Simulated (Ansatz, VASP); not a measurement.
VCd in VASP and in Ansatz

The input POSCAR:

```
VCd
1.0
    2.7515367287      0.0000000000      0.0000000000
    0.0000000000      2.7515367287      0.0000000000
    0.0000000000      0.0000000000      4.4403036851
V Cd
1 1
Direct
    0.0000000000      0.0000000000      0.0000000000
    0.5000000000      0.5000000000      0.5000000000
```

The input INCAR.step1:

```
SYSTEM = VCd
PREC = Accurate ; ENCUT = 520
ISMEAR = 0 ; SIGMA = 0.1
LREAL = .False. ; LASPH = .True.
NELM = 100 ; NBANDS = 20
GGA = PE ; ALGO = Normal
EDIFF = 1E-4 ; LWAVE = .True.
LCHARG = .False.
```

INCAR.step2

```
SYSTEM = VCd
PREC = Accurate ; ENCUT = 520
EDIFF = 1E-7 ; ISMEAR = 0
SIGMA = 0.1 ; LREAL = .False.
LASPH = .True. ; NELM = 100
ALGO = Normal ; ISIF = 2
LWAVE = .False. ; LCHARG = .False.
METAGGA = R2SCAN ; LMIXTAU = .True.
NBANDS = 20 ; ISTART = 1
```

KPOINTS

```
regular mesh
0
Gamma
  14 14 10
  0 0 0
```

Input for Ansatz:

```yaml
crystal:
  lattice:
    - [2.7515367287, 0.0, 0.0]
    - [0.0, 2.7515367287, 0.0]
    - [0.0, 0.0, 4.4403036851]
  atoms:
    - { symbol: V, position: [0.0, 0.0, 0.0] }
    - { symbol: Cd, position: [0.5, 0.5, 0.5] }
basis:
  ecutwfc: 500
kpoints:
  mp_grid: { grid: [14, 14, 10] }
hamiltonian:
  xc: r2scan
scf:
  occupations: { method: gaussian, width: 0.1 }
  lower_state_search: "off"
output:
  forces: true
  stress: true
  eigenvalues: true
```

Alike in both runs: task single point; functional r2SCAN; k mesh 14 × 14 × 10; occupations gaussian, width 0.1 eV; no spin polarisation.

```csv
,VASP,Ansatz
version,VASP 6.6.1,Ansatz 0.2.0
potentials or method,"VASP PAW PBE potentials, release 64 (V_sv, Cd), cutoff 520 eV","scalar-relativistic, plane waves, PAW"
valence electrons in the cell,25,33
```

Ansatz gave:

| Quantity | Value |
| --- | --- |
| gap on the k mesh at the Fermi level (eV) | none |
| pressure (GPa) | -2.9 |
| traceless stress, the component that is largest in VASP (GPa) | 0.30 |

**Question.** Which values does VASP return?

**Answer.** gap on the k mesh at the Fermi level (eV): none; pressure (GPa): -2.0; traceless stress, the component that is largest in VASP (GPa): 0.18.

VASP's potentials were made for PBE, not for r2SCAN. A gap of «none» marks a metal or a gap that the smearing closes. The functional is the same, so the differences come from potentials, cutoffs and numerics. VASP's potentials hold 25 valence electrons a cell and Ansatz's 33, so a difference there can come from the potentials and not from the codes.
